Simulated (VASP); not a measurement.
Set up this calculation in VASP 6.6.1, as the native input.

- Task: single point
- Functional: PBEsol
- Potentials or basis: VASP PAW PBE potentials, release 64 (Ti_sv, Te)
- Cutoff: 500 eV
- k mesh: 6 × 6 × 6
- Occupations: fermi-dirac, width 0.02 eV
- Spin: no spin polarisation
- Dipole correction: no
- Further INCAR settings: ALGO = Normal; EDIFF = 1e-06; NBANDS = 19

The structure of TiTe2 lies in POSCAR:

```
TiTe2
1.0
    1.8800618742      1.0854542292      6.8151508202
   -1.8800618742      1.0854542292      6.8151508202
    0.0000000000     -2.1709084583      6.8151508202
Ti Te
1 2
Direct
   -0.0003050365     -0.0003050365     -0.0003050365
    0.4191340035      0.4191340035      0.4191340035
    0.2478376996      0.2478376996      0.2478376996
```

The input as run:

INCAR

```
SYSTEM = TiTe2
  PREC = Accurate
  ENCUT = 500
  EDIFF = 1E-6
  ISMEAR = -1
  SIGMA = 0.02
  LREAL = .FALSE.
  LASPH = .TRUE.
  NELM = 120
  ALGO = Normal
  ISIF = 2
  LWAVE = .FALSE.
  LCHARG = .FALSE.
  GGA = PS
  NBANDS = 19
  GGA_COMPAT = .FALSE.
```

KPOINTS

```
Automatic mesh
0
G
  6 6 6
  0 0 0
```

Potentials or basis: VASP PAW PBE potentials, release 64 (Ti_sv, Te).

Command:

```bash
$ cat potpaw_PBE.64/Ti_sv/POTCAR potpaw_PBE.64/Te/POTCAR > POTCAR
$ mpirun -np 1 vasp_std > vasp.out
```

It gave:

The pressure is -1.9 GPa and the largest force is 0.037 eV/Å. The band gap on the k mesh is zero (bands 12 and 13 overlap by 0.54 eV).

Caveat: the PAW data sets were made with another functional, which shifts forces and pressure a little; spin-orbit coupling is left out, which moves the levels of the heavy elements.

It took 2.3 min on 1 thread of AMD EPYC 9R45 96-Core Processor (Zen 5) (shared host), peak memory 0.36 GiB.
